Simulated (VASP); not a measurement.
Crystal: NaCl.

```
Na Cl
1.0
     2.86000    0.00000    0.00000
     0.00000    2.86000    0.00000
     0.00000    0.00000    2.86000
Na Cl
1 1
Direct
  0.00000 0.00000 0.00000
  0.50000 0.50000 0.50000
```

Base run:

| Item | Value |
| --- | --- |
| Program | VASP 6.6.1 |
| Functional | revPBE |
| Potentials or basis | VASP PAW PBE potentials, release 64 (Na_pv, Cl) |
| Cutoff | 520 eV |
| k mesh | 7 × 7 × 7 |
| Occupations | gaussian, width 0.01 eV |
| Spin | no spin polarisation |

Its results: band gap on the k mesh 5.14 eV, direct; pressure 69.1 GPa.

The run is repeated on the same cell with these changes: functional from revPBE to PBE. What comes out?

Band gap on the k mesh 4.99 eV, direct; pressure 65.2 GPa.

PBE binds more tightly than revPBE, so the same cell stands under less pressure.

Caveats: the PAW data sets were made with another functional, which shifts forces and pressure a little (some runs).

A k mesh can miss the band edges.
